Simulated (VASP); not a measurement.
Set up this calculation in VASP 6.6.1, as the native input.

```yaml
Task: single point
Functional: PBE
Potentials_or_basis: VASP PAW PBE potentials, release 64 (Si)
Cutoff: 520 eV
k_mesh: 8 × 8 × 8
Occupations: fermi-dirac, width 0.02 eV
Spin: no spin polarisation
Dipole_correction: no
Further_INCAR_settings: ALGO = Normal; EDIFF = 1e-06; NBANDS = 11
```

The structure of Si lies in POSCAR:

```
Si
1.0
    0.0000000000      2.6124175046      2.8022852681
    2.6124175046      0.0000000000      2.8022852681
    2.6124175046      2.6124175046      0.0000000000
Si
2
Direct
    0.0000000000      0.0000000000      0.0000000000
    0.2500000000      0.2500000000      0.2500000000
```

This cell differs from its parent crystal: epitaxial xy strain -4.0%.

These files were run (other wordings do the same):

INCAR

```
SYSTEM = Si
PREC     = Accurate       ! precision mode
ENCUT    = 520            ! plane-wave cutoff, eV
EDIFF    = 1E-6           ! SCF threshold, eV
ISMEAR   = -1             ! smearing method
SIGMA    = 0.02           ! smearing width, eV
LREAL    = .False.        ! projectors in reciprocal space
LASPH    = .True.         ! aspherical terms in the spheres
NELM     = 60             ! most SCF steps
ALGO     = Normal         ! electronic algorithm
ISIF     = 2              ! what is computed and relaxed
LWAVE    = .False.        ! write WAVECAR
LCHARG   = .False.        ! write CHGCAR
GGA      = PE             ! functional
NBANDS   = 11             ! bands
```

KPOINTS

```
regular mesh
0
Gamma
  8 8 8
  0 0 0
```

Potentials or basis: VASP PAW PBE potentials, release 64 (Si).

Command:

```sh
$ cat potpaw_PBE.64/Si/POTCAR > POTCAR
$ mpirun -np 1 vasp_std > vasp.out
```

Results of the run:

```
Pressure               : 6.7 GPa
Band gap on the k mesh : 0.15 eV, indirect (least direct gap 2.34 eV)
```

Caveat: the cell differs from its parent crystal (epitaxial xy strain -4.0%).

It took 14 s on 1 thread of Intel Xeon 6975P-C, with other jobs on the host, peak memory 0.16 GiB.
